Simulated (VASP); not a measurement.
Wanted: the native input for a VASP 6.6.1 run.

```
Task                   : single point
Functional             : PBE exchange alone
Potentials or basis    : VASP PAW PBE potentials, release 64 (Zn, O)
Cutoff                 : 520 eV
k mesh                 : 9 × 9 × 5
Occupations            : fermi-dirac, width 0.05 eV
Spin                   : no spin polarisation
Dipole correction      : no
Further INCAR settings : ALGO = Normal; EDIFF = 1e-06; NBANDS = 26
```

The structure of ZnO (zincite) lies in POSCAR:

```
ZnO
1.0
    3.4098936970      0.0000000000      0.0000000000
   -1.7049468485      2.9530545658      0.0000000000
    0.0000000000      0.0000000000      5.5227961142
Zn O
2 2
Direct
    0.6666666667      0.3333333333      0.0003503920
    0.3333333333      0.6666666667      0.5003503920
    0.3333333333      0.6666666667      0.8786596080
    0.6666666667      0.3333333333      0.3786596080
```

These files were run (other wordings do the same):

INCAR

```
SYSTEM = ZnO
  AGGAC = 0.0
  ALDAC = 0.0
  ALGO = Normal
  EDIFF = 1E-6
  ENCUT = 520
  GGA = PE
  ISIF = 2
  ISMEAR = -1
  LASPH = .True.
  LCHARG = .False.
  LREAL = .False.
  LWAVE = .False.
  NBANDS = 26
  NELM = 100
  PREC = Accurate
  SIGMA = 0.05
```

KPOINTS

```
k-points
0
Gamma
  9 9 5
  0 0 0
```

Potentials or basis: VASP PAW PBE potentials, release 64 (Zn, O).

The run is started by

```bash
$ cat potpaw_PBE.64/Zn/POTCAR potpaw_PBE.64/O/POTCAR > POTCAR
$ mpirun -np 1 vasp_std > vasp.out
```

It gave:

```json
{"Pressure": "0.5 GPa", "Band gap on the k mesh": "0.61 eV, direct"}
```

Wall time 22 s on 1 thread of Intel(R) Xeon(R) 6975P-C (Granite Rapids), with other jobs on the host, peak memory 0.19 GiB.
